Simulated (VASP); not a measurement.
Set up this calculation in VASP 6.6.1, as the native input.

```
Task                   : single point
Functional             : r2SCAN
Potentials or basis    : VASP PAW PBE potentials, release 64 (Nb_sv)
Cutoff                 : 520 eV
k mesh                 : 6 × 6 × 6
Occupations            : fermi-dirac, width 0.1 eV
Spin                   : no spin polarisation
Dipole correction      : no
Further INCAR settings : ALGO = Normal; EDIFF = 1e-06; NBANDS = 12
```

Nb:

```
CELL_PARAMETERS angstrom
-1.65113 1.65113 1.65113
1.65113 -1.65113 1.65113
1.65113 1.65113 -1.65113
ATOMIC_POSITIONS crystal
Nb 0.00000 0.00000 0.00000
```

The input as run:

POSCAR

```
Nb
1.0
   -1.6511317439      1.6511317439      1.6511317439
    1.6511317439     -1.6511317439      1.6511317439
    1.6511317439      1.6511317439     -1.6511317439
Nb
1
Direct
    0.0000000000      0.0000000000      0.0000000000
```

INCAR.step1

```
PREC = Accurate ; ENCUT = 520
ISMEAR = -1 ; SIGMA = 0.1
LREAL = False ; LASPH = True
NELM = 80 ; NBANDS = 12
GGA = PE ; ALGO = Normal
EDIFF = 1E-4 ; LWAVE = True
LCHARG = False
```

INCAR.step2

```
PREC = Accurate ; ENCUT = 520
EDIFF = 1E-6 ; ISMEAR = -1
SIGMA = 0.1 ; LREAL = False
LASPH = True ; NELM = 80
ALGO = Normal ; ISIF = 2
LWAVE = False ; LCHARG = True
METAGGA = R2SCAN ; LMIXTAU = True
LELF = True ; LVHAR = True
NBANDS = 12 ; ISTART = 1
```

KPOINTS

```
Automatic mesh
0
Gamma
  6 6 6
```

Potentials or basis: VASP PAW PBE potentials, release 64 (Nb_sv).

Launch:

```console
$ cat potpaw_PBE.64/Nb_sv/POTCAR > POTCAR
$ cp INCAR.step1 INCAR
$ mpirun -np 1 vasp_std > vasp.out
$ cp INCAR.step2 INCAR
$ mpirun -np 1 vasp_std > vasp.out
```

It gave:

* Pressure: -2.4 GPa

Caveat: the k points lie up to 0.45 Å⁻¹ apart; the PAW data sets were made with another functional, which shifts forces and pressure a little.

It took 11 s on 1 thread of Intel(R) Xeon(R) Platinum 8375C CPU @ 2.90GHz (Ice Lake) (shared host), peak memory 0.14 GiB.
